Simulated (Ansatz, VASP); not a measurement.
# Rh: VASP beside Ansatz

```
Rh
1.0
     2.69756    0.00000    0.00000
    -1.34878    2.33615    0.00000
     0.00000    0.00000    4.35895
Rh
2
Cartesian
  1.3488 0.7787 3.2692
  0.0000 1.5574 1.0897
```

Alike in both runs: functional r2SCAN; k mesh 12 × 12 × 4; occupations gaussian, width 0.1 eV; no spin polarisation.

Ansatz relaxed the structure, and its values are those at the end. VASP's run is a single point on that final structure, the one shown.

```csv
,VASP,Ansatz
version,VASP 6.6.1,Ansatz 0.2.0
potentials or method,"VASP PAW PBE potentials, release 64 (Rh_sv_GW), cutoff 580 eV","scalar-relativistic, plane waves, PAW"
valence electrons in the cell,34,34
```

Ansatz gave:

```
gap on the k mesh at the Fermi level (eV) : none
pressure (GPa)                            : 0.1
```

Q: What did VASP give for the same quantities?

A: gap on the k mesh at the Fermi level (eV): none; pressure (GPa): -1.5.

VASP's potentials were made for PBE, not for r2SCAN. A gap of «none» marks a metal or a gap that the smearing closes.

The k mesh is coarse, so the values compare programs but aren't converged.
